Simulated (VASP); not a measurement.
A run of VASP 6.6.1 is set up as follows.

File INCAR:

```
PREC     = Accurate       # precision mode
ENCUT    = 500            # plane-wave cutoff, eV
EDIFF    = 1E-6           # SCF threshold, eV
ISMEAR   = 0              # smearing method
SIGMA    = 0.01           # smearing width, eV
LREAL    = False          # projectors in reciprocal space
LASPH    = True           # aspherical terms in the spheres
NELM     = 120            # most SCF steps
ALGO     = Normal         # electronic algorithm
ISIF     = 2              # what is computed and relaxed
LWAVE    = False          # write WAVECAR
LCHARG   = False          # write CHGCAR
GGA      = PS             # functional
NBANDS   = 15             # bands
GGA_COMPAT= False
```

The input KPOINTS:

```
regular mesh
0
Gamma
  8 8 8
```

Contents of POSCAR:

```
CaS
1.0
    2.7881201342      2.7881201342      0.0000000000
   -2.7881201342      2.7881201342      0.0000000000
    0.0000000000      2.7881201342      2.7881201342
Ca S
1 1
Direct
    0.0000000000      0.0000000000      0.0000000000
    0.5000000000      0.5000000000      0.0000000000
```

Potentials or basis: VASP PAW PBE potentials, release 64 (Ca_sv, S).

Run with:

```sh
$ cat potpaw_PBE.64/Ca_sv/POTCAR potpaw_PBE.64/S/POTCAR > POTCAR
$ mpirun -np 1 vasp_std > vasp.out
```

(1) What does it give for the pressure?

(2) Estimate the band gap on the k mesh.

## Answers

(1) 2.2 GPa.

(2) 2.07 eV, indirect (least direct gap 2.94 eV).

Caveat: the PAW data sets were made with another functional, which shifts forces and pressure a little.
